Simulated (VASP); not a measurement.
Here is a VASP 6.6.1 calculation.

INCAR

```
SYSTEM = SnSe
  PREC = Accurate
  ENCUT = 520
  EDIFF = 1E-7
  ISMEAR = 0
  SIGMA = 0.02
  LREAL = .FALSE.
  LASPH = .TRUE.
  NELM = 100
  ALGO = Normal
  ISIF = 2
  LWAVE = .FALSE.
  LCHARG = .FALSE.
  GGA = PE
  NBANDS = 17
```

KPOINTS

```
regular mesh
0
G
  10 10 10
  0 0 0
```

File POSCAR:

```
SnSe
1.0
    0.0000000000      2.8831441517      2.8831441517
    2.8831441517      0.0000000000      2.8831441517
    2.8831441517      2.8831441517      0.0000000000
Sn Se
1 1
Direct
    0.0000000000      0.0000000000      0.0000000000
    0.5000000000      0.5000000000      0.5000000000
```

Potentials or basis: VASP PAW PBE potentials, release 64 (Sn_d, Se).

Launch:

```sh
$ cat potpaw_PBE.64/Sn_d/POTCAR potpaw_PBE.64/Se/POTCAR > POTCAR
$ mpirun -np 1 vasp_std > vasp.out
```

(1) What does it give for the band gap on the k mesh?

(2) Predict the pressure.

## Answers

(1) 0.32 eV (least direct gap 0.56 eV).

(2) 10.0 GPa.

Caveat: the cell stands under pressure; spin-orbit coupling is left out, which moves the levels of the heavy elements.
